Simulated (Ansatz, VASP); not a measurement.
WSe2: VASP beside Ansatz

```
CELL_PARAMETERS angstrom
3.26851 0.00000 0.00000
-1.63426 2.83061 0.00000
0.00000 0.00000 12.67361
ATOMIC_POSITIONS crystal
W 0.66667 0.33333 0.75000
W 0.33333 0.66667 0.25000
Se 0.33333 0.66667 0.88301
Se 0.66667 0.33333 0.38301
Se 0.33333 0.66667 0.61699
Se 0.66667 0.33333 0.11699
```

Alike in both runs: task single point; functional PBE; k mesh 12 × 12 × 2; occupations gaussian, width 0.02 eV; no spin polarisation.

```csv
,VASP,Ansatz
version,VASP 6.6.1,Ansatz 0.2.0
potentials or method,"VASP PAW PBE potentials, release 64 (W_sv, Se), cutoff 520 eV","scalar-relativistic, plane waves, PAW"
valence electrons in the cell,52,92
```

Ansatz gave:

| Quantity | Value |
| --- | --- |
| gap on the k mesh at the Fermi level (eV) | 0.85 |
| least direct gap on the mesh (eV) | 1.59 |
| pressure (GPa) | 5.0 |
| traceless stress, the component that is largest in VASP (GPa) | 0.01 |
| rms of the force components (eV/Å) | 0.000 |

Problem. What did VASP give for the same quantities?

Solution. gap on the k mesh at the Fermi level (eV): 0.84; least direct gap on the mesh (eV): 1.59; pressure (GPa): 5.3; traceless stress, the component that is largest in VASP (GPa): 0.10; rms of the force components (eV/Å): 0.024.

Atom by atom the forces differ by 0.023 eV/Å (rms over components). With one functional, cell and mesh, what is left measures potentials, basis and numerics. VASP's potentials hold 52 valence electrons a cell and Ansatz's 92, so a difference there can come from the potentials and not from the codes.

Neither program's run includes spin-orbit coupling.
